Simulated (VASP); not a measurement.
# MgO (F-43m) in VASP: further runs, part 2 of 2

VASP 6.6.1. The steps go on from the part before.

**3. Vibrations by perturbation theory, PBE**

INCAR

```
SYSTEM = MgO
ALGO = Normal
EDIFF = 1E-8
ENCUT = 520
GGA = PE
IBRION = 8
ISIF = 2
ISMEAR = 0
LASPH = .TRUE.
LCHARG = .FALSE.
LEPSILON = .TRUE.
LREAL = .FALSE.
LWAVE = .FALSE.
NELM = 60
NSW = 1
PREC = Accurate
SIGMA = 0.01
```

KPOINTS

```
k-points
0
G
  8 8 8
  0 0 0
```

POSCAR

```
MgO
1.0
    0.0000000000      2.3062475135      2.3062475135
    2.3062475135      0.0000000000      2.3062475135
    2.3062475135      2.3062475135      0.0000000000
Mg O
1 1
Direct
    0.0000000000      0.0000000000      0.0000000000
    0.2500000000      0.2500000000      0.2500000000
```

Potentials or basis: VASP PAW PBE potentials, release 64 (Mg, O).

On the command line:

```console
cat potpaw_PBE.64/Mg/POTCAR potpaw_PBE.64/O/POTCAR > POTCAR
mpirun -np 1 vasp_std > vasp.out
```

OUTCAR:

```text
SYSTEM = MgO
   EDIFF = 1E-8
   ENCUT = 520
   GGA = PE
   IBRION = 8
   ISIF = 2
   ISMEAR = 0
   LASPH = .TRUE.
   LEPSILON = .TRUE.
   LREAL = .FALSE.
   NELM = 60
   NSW = 1
   PREC = Accurate

 ion  position               nearest neighbor table
   1  0.000  0.000  0.000-   2 2.00   2 2.00   2 2.00   2 2.00
   2  0.250  0.250  0.250-   1 2.00   1 2.00   1 2.00   1 2.00
[... 594 lines left out ...]
      0.000000  0.000000  0.000000    -0.044198   -0.378783    0.501677
      1.153124  1.153124  1.153124     0.054459    0.466718   -0.618142
[... 21 lines left out ...]
   6 f/i=    0.002013 THz     0.012645 2PiTHz    0.067132 cm-1     0.008323 meV
             X         Y         Z           dx          dy          dz
      0.000000  0.000000  0.000000     0.109462   -0.600194    0.480288
      1.153124  1.153124  1.153124     0.088838   -0.487110    0.389796

--------------------------------------------------------------------------------------------------------

 MACROSCOPIC STATIC DIELECTRIC TENSOR IONIC CONTRIBUTION
 ------------------------------------------------------
           2.987939     0.000000    -0.000000
           0.000000     2.987939     0.000000
          -0.000000     0.000000     2.987939
 ------------------------------------------------------

 ELASTIC MODULI CONTR FROM IONIC RELAXATION (kBar)
 Direction    XX          YY          ZZ          XY          YZ          ZX
 --------------------------------------------------------------------------------
 XX          -0.0000      0.0000      0.0000      0.0000     -0.0000     -0.0000
 YY           0.0000     -0.0000      0.0000      0.0000      0.0000      0.0000
 ZZ           0.0000      0.0000     -0.0000      0.0000      0.0000     -0.0000
 XY           0.0000      0.0000      0.0000   -342.6432      0.0000      0.0000
 YZ          -0.0000      0.0000      0.0000      0.0000   -342.6432      0.0000
 ZX          -0.0000      0.0000     -0.0000      0.0000      0.0000   -342.6432
 --------------------------------------------------------------------------------

 PIEZOELECTRIC TENSOR IONIC CONTR  for field in x, y, z        (C/m^2)
          XX          YY          ZZ          XY          YZ          ZX
  --------------------------------------------------------------------------------
  x     0.00000    -0.00000    -0.00000     0.00000     0.95209     0.00000
  y     0.00000    -0.00000     0.00000     0.00000     0.00000     0.95209
  z    -0.00000    -0.00000     0.00000     0.95209    -0.00000     0.00000
```

stdout:

```text
POSCAR found type information on POSCAR MgO
 POSCAR found :  2 types and       2 ions
 scaLAPACK will be used
 LDA part: xc-table for (Slater+PW92), standard interpolation
 POSCAR, INCAR and KPOINTS ok, starting setup
 FFT: planning ... GRIDC
 FFT: planning ... GRID_SOFT
 FFT: planning ... GRID
 WAVECAR not read
 entering main loop
[... 23 lines left out ...]
  Direction:   3
 dielectric tensor                  component  3 :     0.177     0.204     3.036
 Linear response DOF=           2
 Linear response progress:
 first order change of Fermi-energy   0.21592E-02
 force on displaced ion       1 direction 1 :  -8.251   0.000   0.000
 Born effective charge ion    1 direction 1 :   1.828   0.000   0.000
 Linear response progress:
 first order change of Fermi-energy  -0.18398E-02
 force on displaced ion       2 direction 1 :  -8.246   0.000   0.000
 Born effective charge ion    2 direction 1 :  -1.829   0.000   0.000
 Born effective charges drift removed
 Linear response finished
```

It took 2.3 min on 1 thread of Intel Xeon 8259CL, shared host; peak memory 0.19 GiB.

What came out:

```
Electronic dielectric tensor (diagonal)                 : 3.04
Born charges (mean of the diagonal)                     : Mg +1.83; O -1.83 e
Highest phonon frequency at Γ, LO-TO splitting left out : 482 cm⁻¹
```

Phonon frequencies in cm⁻¹ (negative: imaginary):
```tsv
q point	frequencies
(0.000, 0.000, 0.000)	0 0 0 482 482 482
```

Electronic dielectric tensor:
```
3.04 0.00 0.00
0.00 3.04 0.00
0.00 0.00 3.04
```

Born effective charge tensors (e):
atom 1, Mg
```
1.83 0.00 0.00
0.00 1.83 0.00
0.00 0.00 1.83
```
atom 2, O
```
-1.83  0.00  0.00
 0.00 -1.83  0.00
 0.00  0.00 -1.83
```

**4. Elastic constants, PBE**

INCAR

```
SYSTEM = MgO
PREC     = Accurate       ! precision mode
ENCUT    = 600            ! plane-wave cutoff, eV
EDIFF    = 1E-8           ! SCF threshold, eV
ISMEAR   = 0              ! smearing method
SIGMA    = 0.01           ! smearing width, eV
LREAL    = .False.        ! projectors in reciprocal space
LASPH    = .True.         ! aspherical terms in the spheres
NELM     = 100            ! most SCF steps
ALGO     = Normal         ! electronic algorithm
ISIF     = 3              ! what is computed and relaxed
LWAVE    = .False.        ! write WAVECAR
LCHARG   = .False.        ! write CHGCAR
GGA      = PE             ! functional
IBRION   = 6              ! ionic algorithm
NFREE    = 2            
POTIM    = 0.015          ! step
NSW      = 1              ! ionic steps
```

KPOINTS

```
Automatic mesh
0
Gamma
  8 8 8
  0 0 0
```

POSCAR is that of step 3.

On the command line:

```console
cat potpaw_PBE.64/Mg/POTCAR potpaw_PBE.64/O/POTCAR > POTCAR
mpirun -np 1 vasp_std > vasp.out
```

It took 6.5 min on 1 thread of Intel Xeon 8259CL, shared host; peak memory 0.22 GiB.

Results (log left out):

- Elastic constants C11, C12, C44: 142, 100, 82 GPa
- Voigt bulk modulus: 114 GPa
- Highest phonon frequency at Γ, LO-TO splitting left out: 483 cm⁻¹

Phonon frequencies in cm⁻¹ (negative: imaginary):
| q point | frequencies |
| --- | --- |
| (0.000, 0.000, 0.000) | 0 0 0 483 483 483 |

Elastic tensor in Voigt notation (GPa, in the Cartesian axes of the cell as first typed):
```
142 100 100   0   0   0
100 142 100   0   0   0
100 100 142   0   0   0
  0   0   0  82   0   0
  0   0   0   0  82   0
  0   0   0   0   0  82
```

Clamped-ion elastic tensor (GPa):
```
142 100 100   0   0   0
100 142 100   0   0   0
100 100 142   0   0   0
  0   0   0 117   0   0
  0   0   0   0 117   0
  0   0   0   0   0 117
```
